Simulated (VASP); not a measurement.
# Sr3BiN (Pm-3m) in VASP: further runs

Runs on Sr3BiN. Level: LDA. Tasks: single point.

Program: VASP 6.6.1. These are calculated values, not measurements. Logs are shortened: lines on timing, memory, paths and dates and some standing lists are left out, and cuts for length are marked.

**1. The cell of the first run**

Symmetry: Pm-3m, No. 221, cubic system. The conventional cell has a = 5.235 Å, b = 5.235 Å, c = 5.235 Å, α = 90.00°, β = 90.00°, γ = 90.00°. Sr (site symmetry 4/mmm) has 2 N at 2.62 Å within 3.5 Å. Bi (site symmetry m-3m) has 12 Sr at 3.70 Å and 8 N at 4.53 Å within 4.9 Å. N (site symmetry m-3m) has 6 Sr at 2.62 Å within 3.5 Å.

**2. Single point, LDA**

The input, INCAR:

```
PREC = Accurate
ENCUT = 600
EDIFF = 1E-6
ISMEAR = -1
SIGMA = 0.15
LREAL = F
LASPH = T
NELM = 120
ALGO = Normal
ISIF = 2
LWAVE = F
LCHARG = F
GGA = CA
NBANDS = 33
GGA_COMPAT = F
```

The input, KPOINTS:

```
regular mesh
0
Gamma
  3 3 3
```

The input, POSCAR:

```
Sr3BiN
1.0
    5.2349399300      0.0000000000      0.0000000000
    0.0000000000      5.2349399300      0.0000000000
    0.0000000000      0.0000000000      5.2349399300
Sr Bi N
3 1 1
Direct
    0.5000000010      0.5000000010      0.0000000000
    0.0000000000      0.5000000010      0.5000000010
    0.5000000010      0.0000000000      0.5000000010
    0.0000000000      0.0000000000      0.0000000000
    0.5000000010      0.5000000010      0.5000000010
```

Potentials or basis: VASP PAW LDA potentials, release 64 (Sr_sv, Bi_d, N).

Run with:

```sh
cat potpaw_LDA.64/Sr_sv/POTCAR potpaw_LDA.64/Bi_d/POTCAR potpaw_LDA.64/N/POTCAR > POTCAR
mpirun -np 1 vasp_std > vasp.out
```

OUTCAR:

```text
PREC = Accurate
   ENCUT = 600
   EDIFF = 1E-6
   ISMEAR = -1
   LREAL = F
   LASPH = T
   NELM = 120
   ISIF = 2
   GGA = CA

 ion  position               nearest neighbor table
   1  0.500  0.500  0.000-   5 2.62   5 2.62   3 3.70   4 3.70   2 3.70   3 3.70   2 3.70   3 3.70
                             4 3.70   2 3.70   4 3.70   3 3.70   2 3.70   4 3.70
   2  0.000  0.500  0.500-   5 2.62   5 2.62   3 3.70   4 3.70   1 3.70   3 3.70   1 3.70   1 3.70
                             4 3.70   3 3.70   4 3.70   1 3.70   3 3.70   4 3.70
   3  0.500  0.000  0.500-   5 2.62   5 2.62   2 3.70   4 3.70   1 3.70   2 3.70   1 3.70   1 3.70
                             4 3.70   2 3.70   4 3.70   1 3.70   2 3.70   4 3.70
   4  0.000  0.000  0.000-   1 3.70   2 3.70   3 3.70   2 3.70   2 3.70   3 3.70   1 3.70   3 3.70
                             1 3.70   3 3.70   2 3.70   1 3.70
   5  0.500  0.500  0.500-   1 2.62   2 2.62   3 2.62   1 2.62   3 2.62   2 2.62

  LATTYP: Found a simple cubic cell.
 ALAT       =     5.2349399300

  Lattice vectors:

 A1 = (   5.2349399300,   0.0000000000,   0.0000000000)
 A2 = (   0.0000000000,   5.2349399300,   0.0000000000)
 A3 = (   0.0000000000,   0.0000000000,   5.2349399300)

Analysis of symmetry for initial positions (statically):
=====================================================================
 Subroutine PRICEL returns:
 Original cell was already a primitive cell.

 Routine SETGRP: Setting up the symmetry group for a
 simple cubic supercell.

 Subroutine GETGRP returns: Found 48 space group operations
 (whereof 48 operations were pure point group operations)
 out of a pool of 48 trial point group operations.

The static configuration has the point symmetry O_h .

Analysis of symmetry for dynamics (positions and initial velocities):
=====================================================================
 Subroutine PRICEL returns:
 Original cell was already a primitive cell.

 Routine SETGRP: Setting up the symmetry group for a
 simple cubic supercell.

 Subroutine GETGRP returns: Found 48 space group operations
 (whereof 48 operations were pure point group operations)
 out of a pool of 48 trial point group operations.

The dynamic configuration has the point symmetry O_h .

 Subroutine INISYM returns: Found 48 space group operations
 (whereof 48 operations are pure point group operations),
[... 72 lines left out ...]
   PREC   = accura    normal or accurate (medium, high low for compatibility)
   ISTART =      0    job   : 0-new  1-cont  2-samecut
   ICHARG =      2    charge: 1-file 2-atom 10-const
   ISPIN  =      1    spin polarized calculation?
   LNONCOLLINEAR =      F non collinear calculations
   LSORBIT =      F    spin-orbit coupling
   LASPH  =      T    aspherical Exc in radial PAW
   ENCUT  =  600.0 eV  44.10 Ry    6.64 a.u.  10.46 10.46 10.46*2*pi/ulx,y,z
   NELM   =    120;   NELMIN=  2; NELMDL= -5     # of ELM steps
   EDIFF  = 0.1E-05   stopping-criterion for ELM
   LREAL  =      F    real-space projection
[... 7 lines left out ...]
   TEBEG  =    0.0;   TEEND  =   0.0 temperature during run
   PSTRESS=    0.0 pullay stress
   NELECT =      50.0000    total number of electrons
   NUPDOWN=      -1.0000    fix difference up-down
   EMIN   =  10.00;   EMAX   =-10.00  energy-range for DOS
   EFERMI =   0.00;   METHOD = LEGACY
   ISMEAR =    -1;   SIGMA  =   0.15  broadening in eV -4-tet -1-fermi 0-gaus
   EFERMI_NEDOS =   21; number of points for ismear=-14 and -15
   IALGO  =     38    algorithm
   IMIX   =      4    mixing-type and parameters
     AMIX     =   0.40;   BMIX     =  1.00
     AMIX_MAG =   1.60;   BMIX_MAG =  1.00
  volume/ion in A,a.u.               =      28.69       193.63
  Fermi-wavevector in a.u.,A,eV,Ry     =   1.152090  2.177135 18.059172  1.327312
  Thomas-Fermi vector in A             =   2.288744
   LORBIT       =      0    0 simple, 1 ext, 2 COOP (PROOUT), +10 PAW based schemes
   GGA     = CA    functional components
   LHFCALC =     F    Hartree Fock is set to
   AEXX    =    0.0000 exact exchange contribution
   IVDW    =     0    specifies the selected vdW correction
   LEPSILON=     F    determine dielectric tensor
   LRPA    =     F    only Hartree local field effects (RPA)
 non-spin polarized calculation
  energy-cutoff  :      600.00
  volume of cell :      143.46
 maximum number of plane-waves:      4801
 NGX is ok and might be reduce to    42
   NGX = 21   NGY = 21   NGZ = 21

 number of electron      50.0000005 magnetization

 Free energy of the ion-electron system (eV)
  ---------------------------------------------------
  ext. energy  EPLUGINS =         0.00000000
  ---------------------------------------------------
  free energy    TOTEN  =       -24.23476730 eV

  energy without entropy =      -24.18554973  energy(sigma->0) =      -24.21015852

 E-fermi :   3.6806     XC(G=0):  -9.4873

 val. band max:        3.5258761612   @ k =   0.0000   0.0000   0.0000
 cond. band min:       3.7907805848   @ k =   0.0000   0.0000   0.0000
 fundamental gap:      0.2649044235
 Fermi energy:         3.6805969072

 k-point     1 :       0.0000    0.0000    0.0000
  band No.  band energies     occupation
      1     -31.4052      2.00000
      2     -31.3065      2.00000
      3     -31.3065      2.00000
      4     -18.1882      2.00000
      5     -18.1882      2.00000
      6     -18.1882      2.00000
[... 133 lines left out ...]
     32       7.4605      0.00000
     33       8.1991      0.00000

------------------------ aborting loop because EDIFF is reached ----------------------------------------

  FORCE on cell =-STRESS in cart. coord.  units (eV):
  Direction    XX          YY          ZZ          XY          YZ          ZX
  --------------------------------------------------------------------------------------
  -------------------------------------------------------------------------------------
  Total       -2.7008201     -2.7008201     -2.7008201      0.0000000     -0.0000000      0.0000000
  in kB      -30.1627638    -30.1627638    -30.1627638      0.0000000     -0.0000000      0.0000000
  external PRESSURE =     -30.1627638 kB  Pullay stress =       0.0000000 kB

 VOLUME and BASIS-vectors are now :
 -----------------------------------------------------------------------------
  energy-cutoff  :      600.00
  volume of cell :      143.46
      direct lattice vectors                 reciprocal lattice vectors
     5.234939930  0.000000000  0.000000000     0.191024159  0.000000000  0.000000000
     0.000000000  5.234939930  0.000000000     0.000000000  0.191024159  0.000000000
     0.000000000  0.000000000  5.234939930     0.000000000  0.000000000  0.191024159

 POSITION                                       TOTAL-FORCE (eV/Angst)
 -----------------------------------------------------------------------------------
      2.61747      2.61747      0.00000         0.000000      0.000000      0.000000
      0.00000      2.61747      2.61747         0.000000      0.000000      0.000000
      2.61747      0.00000      2.61747         0.000000      0.000000      0.000000
      0.00000      0.00000      0.00000         0.000000      0.000000      0.000000
      2.61747      2.61747      2.61747         0.000000      0.000000      0.000000
 -----------------------------------------------------------------------------------
    total drift:                               -0.000011     -0.000011     -0.000011

  FREE ENERGIE OF THE ION-ELECTRON SYSTEM (eV)
  ---------------------------------------------------
  free  energy   TOTEN  =       -24.2347673046 eV

  energy  without entropy=      -24.1855497259  energy(sigma->0) =      -24.21015852
```

stdout:

```text
POSCAR found type information on POSCAR SrBiN
 POSCAR found :  3 types and       5 ions
 scaLAPACK will be used
 LDA part: xc-table for (Slater(with rela. corr.)+CA(PZ))
 , standard interpolation
 POSCAR, INCAR and KPOINTS ok, starting setup
 FFT: planning ... GRIDC
 FFT: planning ... GRID_SOFT
 FFT: planning ... GRID
 WAVECAR not read
 entering main loop
```

Run time: 55 s. Hardware: 1 thread of Intel Xeon 8259CL, shared host; peak memory 0.22 GiB.

What came out:

```yaml
Free_energy: -24.2348 eV
Pressure: -3.0 GPa
Band_gap_on_the_k_mesh: 0.26 eV
```

Caveat: the cell stands under tension; spin-orbit coupling is left out, which moves the levels of the heavy elements.

**3. Single point, LDA**

The input, INCAR:

```
  PREC = Accurate
  ENCUT = 600
  EDIFF = 1E-6
  ISMEAR = -1
  SIGMA = 0.15
  LREAL = F
  LASPH = T
  NELM = 120
  ALGO = Normal
  ISIF = 2
  LWAVE = F
  LCHARG = F
  NBANDS = 33
  GGA_COMPAT = F
```

The input, KPOINTS:

```
Automatic mesh
0
Gamma
  3 3 3
```

POSCAR is that of step 2.

Potentials or basis: VASP PAW LDA potentials, release 64 (Sr_sv, Bi_d, N).

Run with:

```sh
cat potpaw_LDA.64/Sr_sv/POTCAR potpaw_LDA.64/Bi_d/POTCAR potpaw_LDA.64/N/POTCAR > POTCAR
mpirun -np 1 vasp_std > vasp.out
```

It took 54 s on 1 thread of Intel Xeon 8259CL, shared host; peak memory 0.22 GiB.

It converged, with:

- Free energy: -24.2348 eV
- Pressure: -3.0 GPa
- Band gap on the k mesh: 0.26 eV

Levels at points of the mesh, in eV from the valence-band top:
```csv
k point,band 23,band 24,band 25,band 26,band 27,band 28
"(0.00, 0.00, 0.00)",0.00,0.00,0.00,0.26,0.26,0.34
```

Caveat: the cell stands under tension; spin-orbit coupling is left out, which moves the levels of the heavy elements.
